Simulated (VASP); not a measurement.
Here is a VASP 6.6.1 calculation.

File POSCAR:

```
N
1.0
    3.6290016496      0.0000000000      0.0000000000
   -1.8145008248      3.1428076190      0.0000000000
    0.0000000000      0.0000000000      5.8900000000
N
2
Direct
    0.3492426749      0.6984853499      0.2330220713
    0.6666666667      0.3333333333      0.7500000000
```

Contents of INCAR.step1:

```
PREC = Accurate
ENCUT = 520
ISMEAR = 0
SIGMA = 0.05
LREAL = False
LASPH = True
NELM = 150
ISPIN = 2
MAGMOM = 3.2 3.2
NBANDS = 16
GGA = PE
ALGO = Normal
EDIFF = 1E-4
LWAVE = True
LCHARG = False
```

Contents of INCAR.step2:

```
PREC = Accurate
ENCUT = 520
EDIFF = 1E-6
ISMEAR = 0
SIGMA = 0.05
LREAL = False
LASPH = True
NELM = 150
ALGO = Normal
ISIF = 2
LWAVE = False
LCHARG = True
ISPIN = 2
MAGMOM = 3.2 3.2
LORBIT = 11
METAGGA = R2SCAN
LMIXTAU = True
LELF = True
LVHAR = True
NBANDS = 16
ISTART = 1
```

Contents of KPOINTS:

```
Automatic mesh
0
Gamma
  6 6 4
```

Potentials or basis: VASP PAW PBE potentials, release 64 (N).

Run with:

```console
$ cat potpaw_PBE.64/N/POTCAR > POTCAR
$ cp INCAR.step1 INCAR
$ mpirun -np 1 vasp_std > vasp.out
$ cp INCAR.step2 INCAR
$ mpirun -np 1 vasp_std > vasp.out
```

Task: What does it give for the site moments?

Result: N +1.99 μB.

Task: Predict the net moment.

Result: 6.00 μB per cell.

Forces on the atoms (eV/Å):
```
N    0.000 -0.006  0.023
N    0.000  0.006 -0.023
```

Caveat: the cell differs from its parent crystal (atom 1 (N) moved by (+0.100, -0.100) A along y and z); the atoms stand far beyond bonding distance; the PAW data sets were made with another functional, which shifts forces and pressure a little.
